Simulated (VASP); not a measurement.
Input of a VASP 6.6.1 run:

File INCAR:

```
SYSTEM = Si2Ni
ALGO     = Normal         ! electronic algorithm
EDIFF    = 1E-6           ! SCF threshold, eV
ENCUT    = 520            ! plane-wave cutoff, eV
GGA      = CA             ! functional
ISIF     = 2              ! what is computed and relaxed
ISMEAR   = -1             ! smearing method
ISPIN    = 2              ! spin polarisation
LASPH    = .TRUE.         ! aspherical terms in the spheres
LCHARG   = .FALSE.        ! write CHGCAR
LMAXMIX  = 4              ! l up to which the mixer works
LORBIT   = 11             ! projections on sites
LREAL    = .FALSE.        ! projectors in reciprocal space
LWAVE    = .FALSE.        ! write WAVECAR
MAGMOM   = 1 0 0          ! initial moments
NBANDS   = 20             ! bands
NELM     = 150            ! most SCF steps
PREC     = Accurate       ! precision mode
SIGMA    = 0.05           ! smearing width, eV
```

File KPOINTS:

```
k-points
0
G
  9 9 9
  0 0 0
```

File POSCAR:

```
Si2Ni
1.0
    0.0000000000      2.6848585138      2.6848585138
    2.6848585138      0.0000000000      2.6848585138
    2.6848585138      2.6848585138      0.0000000000
Ni Si
1 2
Direct
    0.0000000000      0.0000000000      0.0000000000
    0.7500000000      0.7500000000      0.7500000000
    0.2500000000      0.2500000000      0.2500000000
```

Potentials or basis: VASP PAW LDA potentials, release 64 (Ni, Si).

Command:

```bash
$ cat potpaw_LDA.64/Ni/POTCAR potpaw_LDA.64/Si/POTCAR > POTCAR
$ mpirun -np 1 vasp_std > vasp.out
```

Task: What does it give for the band gap on the k mesh?

Result: Zero (filled and empty bands overlap).

Task: Estimate the pressure.

Result: -1.1 GPa.
